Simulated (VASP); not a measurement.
# KHfAs (P4/mmm) in VASP: notebook, part 3 of 3

VASP 6.6.1. Earlier steps stand in the parts before.

### Step 5. Single point, PBE

This run uses another cell than the first one, of 36.76 Å³/atom.

INCAR

```
SYSTEM = KHfAs
ALGO = Fast
EDIFF = 1E-6
ENCUT = 520
GGA = PE
ISIF = 2
ISMEAR = 0
LASPH = .TRUE.
LCHARG = .FALSE.
LREAL = .FALSE.
LWAVE = .FALSE.
NBANDS = 19
NELM = 80
PREC = Accurate
SIGMA = 0.1
```

KPOINTS

```
k-points
0
G
  10 10 10
  0 0 0
```

POSCAR

```
KHfAs
1.0
    4.6544957960      0.0000000000      0.0000000000
    0.0000000000      4.6544957960      0.0000000000
    0.0000000000      0.0000000000      5.0905550279
K Hf As
1 1 1
Direct
    0.5000000000      0.5000000000      0.5000000000
    0.0000000000      0.0000000000      0.0000000000
    0.0000000000      0.0000000000      0.5000000000
```

Potentials or basis: VASP PAW PBE potentials, release 64 (K_sv, Hf_pv, As).

Started as:

```bash
$ cat potpaw_PBE.64/K_sv/POTCAR potpaw_PBE.64/Hf_pv/POTCAR potpaw_PBE.64/As/POTCAR > POTCAR
$ mpirun -np 1 vasp_std > vasp.out
```

OUTCAR:

```text
SYSTEM = KHfAs
   EDIFF = 1E-6
   ENCUT = 520
   GGA = PE
   ISIF = 2
   ISMEAR = 0
   LASPH = .TRUE.
   LREAL = .FALSE.
   NELM = 80
   PREC = Accurate

 ion  position               nearest neighbor table
   1  0.500  0.500  0.500-   3 3.29   3 3.29   3 3.29   3 3.29
   2  0.000  0.000  0.000-   3 2.55   3 2.55
   3  0.000  0.000  0.500-   2 2.55   2 2.55   1 3.29   1 3.29   1 3.29   1 3.29

  LATTYP: Found a simple tetragonal cell.
 ALAT       =     4.6544957960
 C/A-ratio  =     1.0936856001

  Lattice vectors:

 A1 = (   4.6544957960,   0.0000000000,   0.0000000000)
 A2 = (   0.0000000000,   4.6544957960,   0.0000000000)
 A3 = (   0.0000000000,   0.0000000000,   5.0905550279)

Analysis of symmetry for initial positions (statically):
=====================================================================
 Subroutine PRICEL returns:
 Original cell was already a primitive cell.

 Routine SETGRP: Setting up the symmetry group for a
 simple tetragonal supercell.

 Subroutine GETGRP returns: Found 16 space group operations
 (whereof 16 operations were pure point group operations)
 out of a pool of 16 trial point group operations.

The static configuration has the point symmetry D_4h.

Analysis of symmetry for dynamics (positions and initial velocities):
=====================================================================
 Subroutine PRICEL returns:
 Original cell was already a primitive cell.

 Routine SETGRP: Setting up the symmetry group for a
 simple tetragonal supercell.

 Subroutine GETGRP returns: Found 16 space group operations
 (whereof 16 operations were pure point group operations)
 out of a pool of 16 trial point group operations.

The dynamic configuration has the point symmetry D_4h.

[... 108 lines left out ...]
   POTIM  = 0.5000    time-step for ionic-motion
   TEBEG  =    0.0;   TEEND  =   0.0 temperature during run
   PSTRESS=    0.0 pullay stress
   NELECT =      24.0000    total number of electrons
   NUPDOWN=      -1.0000    fix difference up-down
   EMIN   =  10.00;   EMAX   =-10.00  energy-range for DOS
   EFERMI =   0.00;   METHOD = LEGACY
   ISMEAR =     0;   SIGMA  =   0.10  broadening in eV -4-tet -1-fermi 0-gaus
   EFERMI_NEDOS =   21; number of points for ismear=-14 and -15
   IALGO  =     68    algorithm
   IMIX   =      4    mixing-type and parameters
     AMIX     =   0.40;   BMIX     =  1.00
     AMIX_MAG =   1.60;   BMIX_MAG =  1.00
  volume/ion in A,a.u.               =      36.76       248.08
  Fermi-wavevector in a.u.,A,eV,Ry     =   0.984710  1.860832 13.192946  0.969654
  Thomas-Fermi vector in A             =   2.115963
   LORBIT       =      0    0 simple, 1 ext, 2 COOP (PROOUT), +10 PAW based schemes
   GGA     = PE    functional components
   LHFCALC =     F    Hartree Fock is set to
   AEXX    =    0.0000 exact exchange contribution
   IVDW    =     0    specifies the selected vdW correction
   LEPSILON=     F    determine dielectric tensor
   LRPA    =     F    only Hartree local field effects (RPA)
 non-spin polarized calculation
 RMM-DIIS sequential band-by-band and
 Gauss-broadening in eV      SIGMA  =   0.10
  energy-cutoff  :      520.00
  volume of cell :      110.28
 maximum number of plane-waves:      3000
 NGX is ok and might be reduce to    36
   NGX = 17   NGY = 17   NGZ = 19

 number of electron      24.0000003 magnetization

 Free energy of the ion-electron system (eV)
  ---------------------------------------------------
  ext. energy  EPLUGINS =         0.00000000
  ---------------------------------------------------
  free energy    TOTEN  =       -14.60105562 eV

  energy without entropy =      -14.59080324  energy(sigma->0) =      -14.59592943

 E-fermi :   1.2294     XC(G=0):  -7.9952

 val. band max:        1.2240472224   @ k =   0.0000   0.0000   0.3000
 cond. band min:       1.2327829786   @ k =   0.4000   0.4000   0.5000
 fundamental gap:      0.0087357562
 Fermi energy:         1.2293969088

 k-point     1 :       0.0000    0.0000    0.0000
  band No.  band energies     occupation
      1     -30.9848      2.00000
      2     -30.9848      2.00000
      3     -30.4898      2.00000
      4     -28.8693      2.00000
      5     -12.4402      2.00000
      6     -12.3649      2.00000
[... 505 lines left out ...]
      6     -12.4066      2.00000
[... 11 lines left out ...]
     18       5.6580      0.00000
     19       6.0480      0.00000

 [... further k-points ...]
[... 5 lines left out ...]
  --------------------------------------------------------------------------------------
  -------------------------------------------------------------------------------------
  Total       -0.0082404     -0.0082404     -0.0494874      0.0000000     -0.0000000      0.0000000
  in kB       -0.1197147     -0.1197147     -0.7189438      0.0000000     -0.0000000      0.0000000
  external PRESSURE =      -0.3194577 kB  Pullay stress =       0.0000000 kB

 VOLUME and BASIS-vectors are now :
 -----------------------------------------------------------------------------
  energy-cutoff  :      520.00
  volume of cell :      110.28
      direct lattice vectors                 reciprocal lattice vectors
     4.654495796  0.000000000  0.000000000     0.214846042  0.000000000  0.000000000
     0.000000000  4.654495796  0.000000000     0.000000000  0.214846042  0.000000000
     0.000000000  0.000000000  5.090555028     0.000000000  0.000000000  0.196442234

 POSITION                                       TOTAL-FORCE (eV/Angst)
 -----------------------------------------------------------------------------------
      2.32725      2.32725      2.54528         0.000000      0.000000      0.000000
      0.00000      0.00000      0.00000         0.000000      0.000000      0.000000
      0.00000      0.00000      2.54528         0.000000      0.000000      0.000000
 -----------------------------------------------------------------------------------
    total drift:                                0.000000      0.000000      0.000000

  FREE ENERGIE OF THE ION-ELECTRON SYSTEM (eV)
  ---------------------------------------------------
  free  energy   TOTEN  =       -14.6010556171 eV

  energy  without entropy=      -14.5908032416  energy(sigma->0) =      -14.59592943
```

Run time: 4 min. Hardware: 1 thread of Intel Xeon Platinum 8488C (Sapphire Rapids), shared host; peak memory 0.45 GiB.

Results:

| Item | Value |
| --- | --- |
| Free energy | -14.6011 eV |
| Pressure | 0.0 GPa |
| Band gap on the k mesh | zero (bands 12 and 13 overlap by 0.20 eV) |

Caveat: spin-orbit coupling is left out, which moves the levels of the heavy elements.

### Step 6. Relaxation of cell and atoms, PBE

This run uses another cell than the first one, of 36.84 Å³/atom.

INCAR

```
SYSTEM = KHfAs
PREC = Accurate ; ENCUT = 600
EDIFF = 1E-6 ; ISMEAR = 0
SIGMA = 0.1 ; LREAL = .False.
LASPH = .True. ; NELM = 80
ALGO = Fast ; ISIF = 3
LWAVE = .False. ; LCHARG = .False.
GGA = PE ; IBRION = 2
NSW = 100 ; EDIFFG = -0.01
```

KPOINTS

```
regular mesh
0
Gamma
  10 10 10
  0 0 0
```

POSCAR

```
KHfAs
1.0
    4.6581778264      0.0000000000      0.0000000000
    0.0000000000      4.6581778264      0.0000000000
    0.0000000000      0.0000000000      5.0930958728
K Hf As
1 1 1
Direct
    0.5000000000      0.5000000000      0.5000000000
    0.0000000000      0.0000000000      0.0000000000
    0.0000000000      0.0000000000      0.5000000000
```

Potentials or basis: VASP PAW PBE potentials, release 64 (K_sv, Hf_pv, As).

Started as:

```bash
$ cat potpaw_PBE.64/K_sv/POTCAR potpaw_PBE.64/Hf_pv/POTCAR potpaw_PBE.64/As/POTCAR > POTCAR
$ mpirun -np 1 vasp_std > vasp.out
```

Run time: 9.6 min. Hardware: 1 thread of Intel Xeon Platinum 8488C (Sapphire Rapids), shared host; peak memory 0.53 GiB.

Results (log left out):

```
Free energy                           : -14.6013 eV
Relaxed volume                        : 36.80 Å³/atom
Relaxed cell                          : a = 4.658 Å, b = 4.658 Å, c = 5.089 Å, α = 90.00°, β = 90.00°, γ = 90.00°
Space group after relaxing (to 0.1 Å) : P4/mmm (No. 123)
Energy gained by relaxing             : 0.0 meV/atom
Ionic steps                           : 3
Pressure after relaxing               : 0.0 GPa
Band gap on the k mesh                : zero (bands 12 and 13 overlap by 0.20 eV)
```

Final structure:
```
K Hf As
1.0
     4.65756    0.00000    0.00000
     0.00000    4.65756    0.00000
     0.00000    0.00000    5.08865
K Hf As
1 1 1
Direct
  0.50000 0.50000 0.50000
  0.00000 0.00000 0.00000
  0.00000 0.00000 0.50000
```

Levels at points of the mesh, in eV from the Fermi level:
| k point | band 9 | band 10 | band 11 | band 12 | band 13 | band 14 | band 15 | band 16 |
| --- | --- | --- | --- | --- | --- | --- | --- | --- |
| (0.00, 0.00, 0.00) | -2.18 | -1.19 | -0.44 | -0.44 | -0.15 | 0.79 | 0.79 | 1.15 |
| (0.50, 0.00, 0.00) | -2.36 | -1.07 | -1.01 | -0.71 | 0.31 | 0.77 | 0.89 | 1.78 |
| (0.50, 0.50, 0.00) | -1.62 | -1.62 | -0.78 | -0.34 | 0.25 | 0.25 | 0.99 | 1.59 |
| (0.00, 0.00, 0.50) | -4.44 | -1.50 | -1.50 | -1.39 | 0.08 | 1.24 | 3.25 | 3.60 |
| (0.50, 0.00, 0.50) | -4.23 | -2.69 | -1.69 | -0.74 | 0.50 | 0.72 | 1.43 | 3.13 |
| (0.50, 0.50, 0.50) | -3.97 | -2.22 | -2.22 | 0.02 | 1.06 | 1.06 | 1.09 | 1.61 |

Caveat: spin-orbit coupling is left out, which moves the levels of the heavy elements.

### Step 7. Overview

```csv
task,cell,k mesh,cutoff (eV),gap on the mesh (eV),pressure (GPa),relaxed volume (Å³/atom)
single point,"a = 4.465, b = 4.465, c = 3.954 Å, 3 atoms",4 × 4 × 4,520,none,51.1,-
single point,"a = 4.658, b = 4.658, c = 5.093 Å, 3 atoms",4 × 4 × 4,520,none,0.0,-
relaxation of cell and atoms,"relaxed from a = 4.465, b = 4.465, c = 3.954 Å, 3 atoms",4 × 4 × 4,600,none,0.0,36.92
single point,"a = 4.654, b = 4.654, c = 5.091 Å, 3 atoms",10 × 10 × 10,520,none,0.0,-
relaxation of cell and atoms,"relaxed from a = 4.658, b = 4.658, c = 5.093 Å, 3 atoms",10 × 10 × 10,600,none,0.0,36.80
```

Alike in all rows: level PBE; potentials or basis VASP PAW PBE potentials, release 64 (K_sv, Hf_pv, As); no spin polarisation; smearing gaussian 0.1 eV.

Caveats: some runs use coarse meshes; spin-orbit coupling is left out, which moves the levels of the heavy elements; the volume moved by over 15 % at a fixed basis, so the end points are rough (at least some runs).

Absolute energies hang on the potentials; compare differences alone.

The gap in the log of VASP goes by the Fermi energy; the results here count the filled bands.